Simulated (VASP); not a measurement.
Wanted: the native input for a VASP 6.6.1 run.

```
Task                   : relaxation of cell and atoms
Functional             : r2SCAN
Potentials or basis    : VASP PAW PBE potentials, release 64 (Hf_pv, N)
Cutoff                 : 660 eV
k mesh                 : 11 × 11 × 11
Occupations            : fermi-dirac, width 0.15 eV
Spin                   : no spin polarisation
Target pressure        : 6 GPa
Dipole correction      : no
Further INCAR settings : ALGO = Normal; EDIFF = 1e-07; IBRION = 2; EDIFFG = -0.01; NSW = 80; ISIF = 3
```

HfN:

```xyz
2
Lattice="0.0000 2.4548 2.4548 2.4548 0.0000 2.4548 2.4548 2.4548 0.0000" Properties=species:S:1:pos:R:3 pbc="T T T"
Hf    0.0000    0.0000    0.0000
N     1.2274    1.2274    1.2274
```

The input as run:

POSCAR

```
HfN
1.0
    0.0000000000      2.4548220000      2.4548220000
    2.4548220000      0.0000000000      2.4548220000
    2.4548220000      2.4548220000      0.0000000000
Hf N
1 1
Direct
    0.0000000000      0.0000000000      0.0000000000
    0.2500000000      0.2500000000      0.2500000000
```

INCAR.step1

```
PREC = Accurate ; ENCUT = 660
ISMEAR = -1 ; SIGMA = 0.15
LREAL = F ; LASPH = T
NELM = 120 ; GGA = PE
ALGO = Normal ; EDIFF = 1E-5
LWAVE = T ; LCHARG = F
GGA_COMPAT = F ; IBRION = 2
ISIF = 3 ; EDIFFG = -0.005
NELMIN = 4 ; NSW = 100
```

INCAR.step2

```
PREC = Accurate ; ENCUT = 660
EDIFF = 1E-7 ; ISMEAR = -1
SIGMA = 0.15 ; LREAL = F
LASPH = T ; NELM = 120
ALGO = Normal ; ISIF = 3
LWAVE = F ; LCHARG = F
METAGGA = R2SCAN ; LMIXTAU = T
IBRION = 2 ; NSW = 80
EDIFFG = -0.01 ; PSTRESS = 60.0
ISTART = 1 ; GGA_COMPAT = F
NELMIN = 4
```

KPOINTS

```
Automatic mesh
0
Gamma
  11 11 11
```

Potentials or basis: VASP PAW PBE potentials, release 64 (Hf_pv, N).

Run with:

```console
$ cat potpaw_PBE.64/Hf_pv/POTCAR potpaw_PBE.64/N/POTCAR > POTCAR
$ cp INCAR.step1 INCAR
$ mpirun -np 1 vasp_std > vasp.out
$ cp INCAR.step2 INCAR
$ mpirun -np 1 vasp_std > vasp.out
```

Results of the run:

```
Relaxed volume                                             : 14.16 Å³/atom
Relaxed cell                                               : a = 3.422 Å, b = 3.422 Å, c = 3.422 Å, α = 60.00°, β = 60.00°, γ = 60.00°
Space group after relaxing (to 0.1 Å)                      : F-43m (No. 216)
Energy change on relaxing (the run minimises the enthalpy) : +4.5 meV/atom
Ionic steps                                                : 4
Pressure after relaxing                                    : 6.0 GPa
Band gap on the k mesh                                     : zero (an odd number of electrons rules out a gap without spin polarisation)
```

Caveat: the cell is relaxed towards a set pressure, so the run minimises the enthalpy, not the energy; the PAW data sets were made with another functional, which shifts forces and pressure a little; spin-orbit coupling is left out, which moves the levels of the heavy elements.

Wall time 4.6 min on 1 thread of Intel(R) Xeon(R) Platinum 8488C (Sapphire Rapids) (shared host), peak memory 0.2 GiB.
